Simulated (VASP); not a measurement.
Write the native input for VASP 6.6.1 that does the following.

* Task: single point
* Functional: PBE
* Potentials or basis: VASP PAW PBE potentials, release 64 (Cd, Se)
* Cutoff: 520 eV
* k mesh: 8 × 8 × 8
* Occupations: fermi-dirac, width 0.02 eV
* Spin: no spin polarisation
* Dipole correction: no
* Further INCAR settings: ALGO = Normal; EDIFF = 1e-06; NBANDS = 16

The structure of CdSe lies in POSCAR:

```
CdSe
1.0
    0.0000000000      3.0371031557      3.1097494738
    3.0371031557      0.0000000000      3.1097494738
    3.0371031557      3.0371031557      0.0000000000
Cd Se
1 1
Direct
    0.0000000000      0.0000000000      0.0000000000
    0.2500000000      0.2500000000      0.2500000000
```

This cell differs from its parent crystal: epitaxial xy strain -1.0%.

These files were run (other wordings do the same):

INCAR

```
SYSTEM = CdSe
PREC = Accurate
ENCUT = 520
EDIFF = 1E-6
ISMEAR = -1
SIGMA = 0.02
LREAL = .FALSE.
LASPH = .TRUE.
NELM = 60
ALGO = Normal
ISIF = 2
LWAVE = .FALSE.
LCHARG = .TRUE.
GGA = PE
LELF = .TRUE.
LVHAR = .TRUE.
NBANDS = 16
```

KPOINTS

```
regular mesh
0
G
  8 8 8
  0 0 0
```

Potentials or basis: VASP PAW PBE potentials, release 64 (Cd, Se).

The run is started by

```bash
$ cat potpaw_PBE.64/Cd/POTCAR potpaw_PBE.64/Se/POTCAR > POTCAR
$ mpirun -np 1 vasp_std > vasp.out
```

It gave:

```
Pressure               : 2.0 GPa
Band gap on the k mesh : 0.54 eV, direct
```

Caveat: the cell differs from its parent crystal (epitaxial xy strain -1.0%).

Wall time 57 s on 1 thread of AMD EPYC 7R43 64-Core Processor (Zen 3), on a shared host, peak memory 0.18 GiB.
